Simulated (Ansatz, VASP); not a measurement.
**La3N: VASP beside Ansatz**

Contents of INCAR:

```
SYSTEM = La3N
  PREC = Accurate
  ENCUT = 600
  EDIFF = 1E-6
  ISMEAR = 0
  SIGMA = 0.1
  LREAL = .FALSE.
  LASPH = .TRUE.
  NELM = 60
  ALGO = Normal
  ISIF = 3
  LWAVE = .FALSE.
  LCHARG = .FALSE.
  GGA = PE
  IBRION = 2
  NSW = 100
  EDIFFG = -0.01
```

KPOINTS

```
Automatic mesh
0
G
  12 12 12
  0 0 0
```

The input POSCAR:

```
La3N
1.0
   -2.9112353312      2.9112353312      2.9112353312
    2.9112353312     -2.9112353312      2.9112353312
    2.9112353312      2.9112353312     -2.9112353312
La N
3 1
Direct
    0.0000000000      0.5000000000      0.5000000000
    0.5000000000      0.0000000000      0.5000000000
    0.5000000000      0.5000000000      0.0000000000
    0.0000000000      0.0000000000      0.0000000000
```

Input for Ansatz:

```yaml
crystal:
  lattice:
    - [-2.9112353312, 2.9112353312, 2.9112353312]
    - [2.9112353312, -2.9112353312, 2.9112353312]
    - [2.9112353312, 2.9112353312, -2.9112353312]
  atoms:
    - { symbol: La, position: [0.0, 0.5, 0.5] }
    - { symbol: La, position: [0.5, 0.0, 0.5] }
    - { symbol: La, position: [0.5, 0.5, 0.0] }
    - { symbol: "N", position: [0.0, 0.0, 0.0] }
basis:
  ecutwfc: 420
kpoints:
  mp_grid: { grid: [12, 12, 12] }
hamiltonian:
  xc: pbe
scf:
  occupations: { method: gaussian, width: 0.1 }
output:
  forces: true
  stress: true
  eigenvalues: true
  write_density: true
  write_potential: true
  elf: true
  volumetric_format: npy
relax:
  adjacent_minimum: "off"
  f_tol: 0.01
  max_steps: 80
  cell: { stress_tol: 0.05 }
```

Alike in both runs: task relaxation of cell and atoms; functional PBE; k mesh 12 × 12 × 12; occupations gaussian, width 0.1 eV; no spin polarisation.

|  | VASP | Ansatz |
| --- | --- | --- |
| version | VASP 6.6.1 | Ansatz 0.2.0 |
| potentials or method | VASP PAW PBE potentials, release 64 (La, N), cutoff 600 eV | scalar-relativistic, plane waves, PAW |
| valence electrons in the cell | 38 | 38 |

VASP gave:

| Quantity | Value |
| --- | --- |
| gap on the k mesh at the Fermi level, each at its own relaxed structure (eV) | none |
| relaxed volume (Å³/atom) | 24.85 |
| relaxed cell length with the largest relative difference (Å) | 5.055 |

Problem. Which values does Ansatz return?

Solution. gap on the k mesh at the Fermi level, each at its own relaxed structure (eV): none; relaxed volume (Å³/atom): 24.88; relaxed cell length with the largest relative difference (Å): 5.056.

A gap of «none» marks a metal or a gap that the smearing closes.

Spin-orbit coupling is off throughout.
